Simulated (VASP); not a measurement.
# ZnSe (I-4m2) in VASP: a series of runs

Runs on ZnSe. Level: r2SCAN. Tasks: single point.

Program: VASP 6.6.1. These are calculated values, not measurements. Logs are shortened: lines on timing, memory, paths and dates and some standing lists are left out, and cuts for length are marked.

### 1 The cell of the first run

Symmetry: I-4m2, No. 119, tetragonal system. The conventional cell has a = 4.006 Å, b = 4.006 Å, c = 5.608 Å, α = 90.00°, β = 90.00°, γ = 90.00°. Zn (site symmetry -4m2) has 4 Se at 2.44 Å within 3.2 Å. Se (site symmetry -4m2) has 4 Zn at 2.44 Å within 3.2 Å.

### 2 Single point, r2SCAN, non-collinear spin, zero start, spin-orbit coupling (uniaxial z strain -1.0%)

Contents of POSCAR:

```
ZnSe
1.0
    0.0000000000      2.8324206844      2.8040964775
    2.8324206844      0.0000000000      2.8040964775
    2.8324206844      2.8324206844      0.0000000000
Zn Se
1 1
Direct
    0.0000000000      0.0000000000      0.0000000000
    0.2500000000      0.2500000000      0.2500000000
```

Contents of INCAR.step1:

```
  PREC = Accurate
  ENCUT = 520
  ISMEAR = 0
  SIGMA = 0.01
  LREAL = False
  LASPH = True
  NELM = 150
  MAGMOM = 0 0 0 0 0 0
  LSORBIT = True
  GGA_COMPAT = False
  NBANDS = 30
  GGA = PE
  ALGO = Normal
  EDIFF = 1E-4
  LWAVE = True
  LCHARG = False
```

Contents of INCAR.step2:

```
  PREC = Accurate
  ENCUT = 520
  EDIFF = 1E-6
  ISMEAR = 0
  SIGMA = 0.01
  LREAL = False
  LASPH = True
  NELM = 150
  ALGO = Normal
  ISIF = 2
  LWAVE = False
  LCHARG = False
  MAGMOM = 0 0 0 0 0 0
  LORBIT = 11
  LSORBIT = True
  GGA_COMPAT = False
  LORBMOM = True
  METAGGA = R2SCAN
  LMIXTAU = True
  NBANDS = 30
  ISTART = 1
```

Contents of KPOINTS:

```
Automatic mesh
0
Gamma
  8 8 8
```

Potentials or basis: VASP PAW PBE potentials, release 64 (Zn, Se).

Command:

```
> cat potpaw_PBE.64/Zn/POTCAR potpaw_PBE.64/Se/POTCAR > POTCAR
> cp INCAR.step1 INCAR
> mpirun -np 1 vasp_ncl > vasp.out
> cp INCAR.step2 INCAR
> mpirun -np 1 vasp_ncl > vasp.out
```

OUTCAR:

```text
PREC = Accurate
   ENCUT = 520
   EDIFF = 1E-6
   ISMEAR = 0
   LREAL = False
   LASPH = True
   NELM = 150
   ISIF = 2
   LORBIT = 11
   LSORBIT = True
   METAGGA = R2SCAN
   ISTART = 1

 ion  position               nearest neighbor table
   1  0.000  0.000  0.000-   2 2.44   2 2.44   2 2.44   2 2.44
   2  0.250  0.250  0.250-   1 2.44   1 2.44   1 2.44   1 2.44

  LATTYP: Found a body centered tetragonal cell.
 ALAT       =     4.0056477462
 C/A-ratio  =     1.4000714267

  Lattice vectors:

 A1 = (   0.0000000000,  -2.8324206844,  -2.8040964775)
 A2 = (   0.0000000000,   2.8324206844,  -2.8040964775)
 A3 = (   2.8324206844,   0.0000000000,   2.8040964775)

Analysis of symmetry for initial positions (statically):
=====================================================================
 Subroutine PRICEL returns:
 Original cell was already a primitive cell.

 Routine SETGRP: Setting up the symmetry group for a
 body centered tetragonal supercell.

 Subroutine GETGRP returns: Found  8 space group operations
 (whereof  8 operations were pure point group operations)
 out of a pool of 16 trial point group operations.

The static configuration has the point symmetry D_2d.

Analysis of symmetry for dynamics (positions and initial velocities):
=====================================================================
 Subroutine PRICEL returns:
 Original cell was already a primitive cell.

 Routine SETGRP: Setting up the symmetry group for a
 body centered tetragonal supercell.

 Subroutine GETGRP returns: Found  8 space group operations
 (whereof  8 operations were pure point group operations)
 out of a pool of 16 trial point group operations.

The dynamic configuration has the point symmetry D_2d.

Analysis of structural, dynamic, and magnetic symmetry:
=====================================================================
 Subroutine PRICEL returns:
 Original cell was already a primitive cell.

 Routine SETGRP: Setting up the symmetry group for a
 body centered tetragonal supercell.

 Subroutine GETGRP returns: Found  8 space group operations
 (whereof  8 operations were pure point group operations)
 out of a pool of 16 trial point group operations.

The overall configuration has the point symmetry D_2d.

 Subroutine INISYM returns: Found  8 space group operations
 (whereof  8 operations are pure point group operations),
 and found     1 'primitive' translations

----------------------------------------------------------------------------------------

                                     Primitive cell

  volume of cell :      44.9923

  direct lattice vectors                    reciprocal lattice vectors
     0.000000000  2.832420684  2.804096477    -0.176527450  0.176527450  0.178310555
     2.832420684  0.000000000  2.804096477     0.176527450 -0.176527450  0.178310555
     2.832420684  2.832420684  0.000000000     0.176527450  0.176527450 -0.178310555

  length of vectors
     3.985669829  3.985669829  4.005647746     0.306787443  0.306787443  0.306787443

  position of ions in fractional coordinates (direct lattice)
     0.000000000  0.000000000  0.000000000
     0.250000000  0.250000000  0.250000000

  ion indices of the primitive-cell ions
   primitive index   ion index
                 1           1
                 2           2

----------------------------------------------------------------------------------------

 KPOINTS: Automatic mesh

Automatic generation of k-mesh.
 Grid dimensions read from file:
 generate k-points for:    8    8    8

 Generating k-lattice:

  Cartesian coordinates                     Fractional coordinates (reciprocal lattice)
    -0.022065931  0.022065931  0.022288819     0.125000000  0.000000000  0.000000000
     0.022065931 -0.022065931  0.022288819     0.000000000  0.125000000  0.000000000
     0.022065931  0.022065931 -0.022288819     0.000000000  0.000000000  0.125000000

  Length of vectors
     0.038348430  0.038348430  0.038348430

  Shift w.r.t. Gamma in fractional coordinates (k-lattice)
     0.000000000  0.000000000  0.000000000

 Subroutine IBZKPT returns following result:
 ===========================================

 Found     87 irreducible k-points:

 Following reciprocal coordinates:
            Coordinates               Weight
  0.000000  0.000000  0.000000      1.000000
  0.125000 -0.000000  0.000000      4.000000
 -0.125000  0.000000  0.000000      4.000000
  0.250000 -0.000000  0.000000      4.000000
 -0.250000  0.000000  0.000000      4.000000
  0.375000 -0.000000  0.000000      4.000000
[... 16 lines left out ...]
 -0.375000 -0.250000  0.000000      4.000000
  0.500000  0.250000  0.000000      4.000000
[... 26 lines left out ...]
   ISYM   =      2    0-nonsym 1-usesym 2-fastsym
   POTIM  = 0.5000    time-step for ionic-motion
   TEBEG  =    0.0;   TEEND  =   0.0 temperature during run
   PSTRESS=    0.0 pullay stress
   NELECT =      18.0000    total number of electrons
   NUPDOWN=      -1.0000    fix difference up-down
   EMIN   =  10.00;   EMAX   =-10.00  energy-range for DOS
   EFERMI =   0.00;   METHOD = LEGACY
   ISMEAR =     0;   SIGMA  =   0.01  broadening in eV -4-tet -1-fermi 0-gaus
   EFERMI_NEDOS =   21; number of points for ismear=-14 and -15
   IALGO  =     38    algorithm
   IMIX   =      4    mixing-type and parameters
     AMIX     =   0.40;   BMIX     =  1.00
     AMIX_MAG =   1.60;   BMIX_MAG =  1.00
  volume/ion in A,a.u.               =      22.50       151.81
  Fermi-wavevector in a.u.,A,eV,Ry     =   1.206293  2.279563 19.798423  1.455143
  Thomas-Fermi vector in A             =   2.341965
   LORBIT       =     11    0 simple, 1 ext, 2 COOP (PROOUT), +10 PAW based schemes
   METAGGA = R2SCAN    functional components
   LHFCALC =     F    Hartree Fock is set to
   AEXX    =    0.0000 exact exchange contribution
   IVDW    =     0    specifies the selected vdW correction
   LEPSILON=     F    determine dielectric tensor
   LRPA    =     F    only Hartree local field effects (RPA)
 Gauss-broadening in eV      SIGMA  =   0.01
  energy-cutoff  :      520.00
  volume of cell :       44.99
 maximum number of plane-waves:      2486
 NGX is ok and might be reduce to    30
   NGX = 15   NGY = 15   NGZ = 15

 number of electron      18.0000002 magnetization       0.0000000      0.0000000     -0.0000000

 number of electron      18.0000002 magnetization      -0.0000000      0.0000000     -0.0000000

 number of electron      18.0000002 magnetization       0.0000000      0.0000000      0.0000000

 Free energy of the ion-electron system (eV)
  ---------------------------------------------------
  ext. energy  EPLUGINS =         0.00000000
  ---------------------------------------------------
  free energy    TOTEN  =       -24.92841450 eV

  energy without entropy =      -24.92841450  energy(sigma->0) =      -24.92841450

 E-fermi :   1.6183     XC(G=0):  -9.9762

 val. band max:        1.5348177825   @ k =   0.0000   0.0000   0.0000
 cond. band min:       3.3151630150   @ k =   0.0000   0.0000   0.0000
 fundamental gap:      1.7803452325
 Fermi energy:         1.6182578509

 k-point     1 :       0.0000    0.0000    0.0000
  band No.  band energies     occupation
      1     -12.3919      1.00000
      2     -12.3919      1.00000
      3      -5.4480      1.00000
      4      -5.4480      1.00000
      5      -5.4455      1.00000
      6      -5.4455      1.00000
[... 781 lines left out ...]
     29      15.4232      0.00000
     30      15.4256      0.00000

 [... further k-points ...]
[... 5 lines left out ...]
  --------------------------------------------------------------------------------------
  -------------------------------------------------------------------------------------
  Total        0.2009983      0.2009983      0.3104144      0.0000000      0.0000000      0.0000000
  in kB        7.1575503      7.1575503     11.0538609      0.0000000      0.0000000      0.0000000
  external PRESSURE =       8.4563205 kB  Pullay stress =       0.0000000 kB

 VOLUME and BASIS-vectors are now :
 -----------------------------------------------------------------------------
  energy-cutoff  :      520.00
  volume of cell :       44.99
      direct lattice vectors                 reciprocal lattice vectors
     0.000000000  2.832420684  2.804096477    -0.176527450  0.176527450  0.178310555
     2.832420684  0.000000000  2.804096477     0.176527450 -0.176527450  0.178310555
     2.832420684  2.832420684  0.000000000     0.176527450  0.176527450 -0.178310555

 POSITION                                       TOTAL-FORCE (eV/Angst)
 -----------------------------------------------------------------------------------
      0.00000      0.00000      0.00000         0.000000      0.000000      0.000000
      1.41621      1.41621      1.40205        -0.000000     -0.000000      0.000000
 -----------------------------------------------------------------------------------
    total drift:                               -0.000001     -0.000001     -0.000000

  FREE ENERGIE OF THE ION-ELECTRON SYSTEM (eV)
  ---------------------------------------------------
  free  energy   TOTEN  =       -24.9284144990 eV

  energy  without entropy=      -24.9284144990  energy(sigma->0) =      -24.92841450

 orbital moment (x)

 # of ion     p       d       tot
 ----------------------------------------
  1         0.000   0.000   0.000
  2         0.000   0.000   0.000
 ----------------------------------------
            0.000   0.000   0.000

 orbital moment (y)

 # of ion     p       d       tot
 ----------------------------------------
  1        -0.000  -0.000  -0.000
  2        -0.000   0.000  -0.000
 ----------------------------------------
           -0.000  -0.000  -0.000

 orbital moment (z)

 # of ion     p       d       tot
 ----------------------------------------
  1         0.000   0.000   0.000
  2         0.000  -0.000  -0.000
 ----------------------------------------
            0.000   0.000   0.000

 Spin-Orbit-Coupling matrix elements

 Ion:    1  E_soc:     -0.0082672
 l=   1
     0.0000000    -0.0004440    -0.0004439
    -0.0004440     0.0000000    -0.0004440
    -0.0004439    -0.0004440     0.0000000
 l=   2
     0.0000000    -0.0001904     0.0000000    -0.0001904    -0.0007434
    -0.0001904     0.0000000    -0.0005576    -0.0001903    -0.0001860
     0.0000000    -0.0005576     0.0000000    -0.0005576     0.0000000
    -0.0001904    -0.0001903    -0.0005576     0.0000000    -0.0001860
    -0.0007434    -0.0001860     0.0000000    -0.0001860     0.0000000
 l=   3
     0.0000000     0.0000000     0.0000000     0.0000000     0.0000000     0.0000000     0.0000000
     0.0000000     0.0000000     0.0000000     0.0000000     0.0000000     0.0000000     0.0000000
     0.0000000     0.0000000     0.0000000     0.0000000     0.0000000     0.0000000     0.0000000
     0.0000000     0.0000000     0.0000000     0.0000000     0.0000000     0.0000000     0.0000000
     0.0000000     0.0000000     0.0000000     0.0000000     0.0000000     0.0000000     0.0000000
     0.0000000     0.0000000     0.0000000     0.0000000     0.0000000     0.0000000     0.0000000
     0.0000000     0.0000000     0.0000000     0.0000000     0.0000000     0.0000000     0.0000000

 Ion:    2  E_soc:     -0.0345268
 l=   1
     0.0000000    -0.0057505    -0.0057384
    -0.0057505     0.0000000    -0.0057505
    -0.0057384    -0.0057505     0.0000000
 l=   2
     0.0000000    -0.0000039     0.0000000    -0.0000039    -0.0000041
    -0.0000039     0.0000000    -0.0000031    -0.0000039    -0.0000010
     0.0000000    -0.0000031     0.0000000    -0.0000031     0.0000000
    -0.0000039    -0.0000039    -0.0000031     0.0000000    -0.0000010
    -0.0000041    -0.0000010     0.0000000    -0.0000010     0.0000000
 l=   3
     0.0000000     0.0000000     0.0000000     0.0000000     0.0000000     0.0000000     0.0000000
     0.0000000     0.0000000     0.0000000     0.0000000     0.0000000     0.0000000     0.0000000
     0.0000000     0.0000000     0.0000000     0.0000000     0.0000000     0.0000000     0.0000000
     0.0000000     0.0000000     0.0000000     0.0000000     0.0000000     0.0000000     0.0000000
     0.0000000     0.0000000     0.0000000     0.0000000     0.0000000     0.0000000     0.0000000
     0.0000000     0.0000000     0.0000000     0.0000000     0.0000000     0.0000000     0.0000000
     0.0000000     0.0000000     0.0000000     0.0000000     0.0000000     0.0000000     0.0000000

 total charge

# of ion       s       p       d       tot
------------------------------------------
    1        0.514   0.452   9.804  10.771
    2        1.430   2.490   0.031   3.951
--------------------------------------------------
tot          1.944   2.942   9.835  14.721

 magnetization (x)

# of ion       s       p       d       tot
------------------------------------------
    1        0.000   0.000  -0.000   0.000
    2        0.000  -0.000   0.000  -0.000
--------------------------------------------------
tot          0.000  -0.000  -0.000   0.000

 magnetization (y)

# of ion       s       p       d       tot
------------------------------------------
    1        0.000   0.000   0.000   0.000
    2        0.000   0.000   0.000   0.000
--------------------------------------------------
tot          0.000   0.000   0.000   0.000

 magnetization (z)

# of ion       s       p       d       tot
------------------------------------------
    1       -0.000   0.000   0.000  -0.000
    2        0.000  -0.000   0.000  -0.000
--------------------------------------------------
tot         -0.000  -0.000   0.000  -0.000
```

It took 44 min on 1 thread of Oxide Virtual Turin-like, shared host; peak memory 0.4 GiB.

Results:

* Free energy: -24.9284 eV
* Pressure: 0.8 GPa
* Net moment: 0.00 μB per cell
* Valence electrons inside the program's atomic spheres: Zn 10.77; Se 3.95

Stress tensor (GPa, compression positive):
```
0.72 0.00 0.00
0.00 0.72 0.00
0.00 0.00 1.11
```

Moments on the atoms (μB; x, y, z):
```
Zn  0.00 0.00 0.00
Se  0.00 0.00 0.00
```

Caveat: the cell differs from its parent crystal (uniaxial z strain -1.0%); the PAW data sets were made with another functional, which shifts forces and pressure a little.

### 3 Single point, r2SCAN, non-collinear spin, zero start, spin-orbit coupling (uniaxial z strain +1.0%)

Contents of POSCAR:

```
ZnSe
1.0
    0.0000000000      2.8324206844      2.8607448912
    2.8324206844      0.0000000000      2.8607448912
    2.8324206844      2.8324206844      0.0000000000
Zn Se
1 1
Direct
    0.0000000000      0.0000000000      0.0000000000
    0.2500000000      0.2500000000      0.2500000000
```

Contents of INCAR.step1:

```
SYSTEM = ZnSe
  ALGO = Normal
  EDIFF = 1E-4
  ENCUT = 520
  GGA = PE
  GGA_COMPAT = .False.
  ISMEAR = -1
  LASPH = .True.
  LCHARG = .False.
  LREAL = .False.
  LSORBIT = .True.
  LWAVE = .True.
  MAGMOM = 0 0 0 0 0 0
  NBANDS = 30
  NELM = 150
  PREC = Accurate
  SIGMA = 0.02
```

Contents of INCAR.step2:

```
SYSTEM = ZnSe
  ALGO = Normal
  EDIFF = 1E-7
  ENCUT = 520
  GGA_COMPAT = .False.
  ISIF = 2
  ISMEAR = -1
  ISTART = 1
  LASPH = .True.
  LCHARG = .False.
  LMIXTAU = .True.
  LORBIT = 11
  LORBMOM = .True.
  LREAL = .False.
  LSORBIT = .True.
  LWAVE = .False.
  MAGMOM = 0 0 0 0 0 0
  METAGGA = R2SCAN
  NBANDS = 30
  NELM = 150
  PREC = Accurate
  SIGMA = 0.02
```

Contents of KPOINTS:

```
k-points
0
Gamma
  8 8 8
  0 0 0
```

Potentials or basis: VASP PAW PBE potentials, release 64 (Zn, Se).

Command:

```
> cat potpaw_PBE.64/Zn/POTCAR potpaw_PBE.64/Se/POTCAR > POTCAR
> cp INCAR.step1 INCAR
> mpirun -np 1 vasp_ncl > vasp.out
> cp INCAR.step2 INCAR
> mpirun -np 1 vasp_ncl > vasp.out
```

It took 43 min on 1 thread of Oxide Virtual Turin-like, shared host; peak memory 0.41 GiB.

It converged, with:

- Free energy: -24.9288 eV
- Pressure: -0.5 GPa
- Net moment: 0.00 μB per cell
- Valence electrons inside the program's atomic spheres: Zn 10.75; Se 3.94

Stress tensor (GPa, compression positive):
```
-0.39  0.00  0.00
 0.00 -0.39  0.00
 0.00  0.00 -0.78
```

Moments on the atoms (μB; x, y, z):
```
Zn  0.00 0.00 0.00
Se  0.00 0.00 0.00
```

Caveat: the cell differs from its parent crystal (uniaxial z strain +1.0%); the PAW data sets were made with another functional, which shifts forces and pressure a little.
